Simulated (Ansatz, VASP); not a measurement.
# Two plane-wave programs on AlNi

```xyz
2
Lattice="2.8931 0.0000 0.0145 0.0000 2.8931 0.0000 0.0145 0.0000 2.8931" Properties=species:S:1:pos:R:3 pbc="T T T"
Al    0.0000    0.0000    0.0000
Ni    1.4538    1.4465    1.4538
```

Change from the starting cell: strain +0.0100 x Voigt [0, 0, 0, 0, 1, 0], atoms carried along.

Alike in both runs: task single point; functional PBE; k mesh 20 × 20 × 20; occupations gaussian, width 0.15 eV; no spin polarisation.

|  | VASP | Ansatz |
| --- | --- | --- |
| version | VASP 6.6.1 | Ansatz 0.2.0 |
| potentials or method | VASP PAW PBE potentials, release 64 (Al, Ni), cutoff 520 eV | scalar-relativistic, plane waves, PAW |
| valence electrons in the cell | 13 | 21 |

VASP gave:

| Item | Value |
| --- | --- |
| gap on the k mesh at the Fermi level (eV) | none |
| pressure (GPa) | -0.1 |
| traceless stress, the component that is largest in VASP (GPa) | -1.15 |

**Question.** Estimate Ansatz's values.

**Answer.** gap on the k mesh at the Fermi level (eV): none; pressure (GPa): 0.0; traceless stress, the component that is largest in VASP (GPa): -1.16.

A gap of «none» marks a metal or a gap that the smearing closes. With one functional, cell and mesh, what is left measures potentials, basis and numerics. VASP's potentials hold 13 valence electrons a cell and Ansatz's 21, so a difference there can come from the potentials and not from the codes.
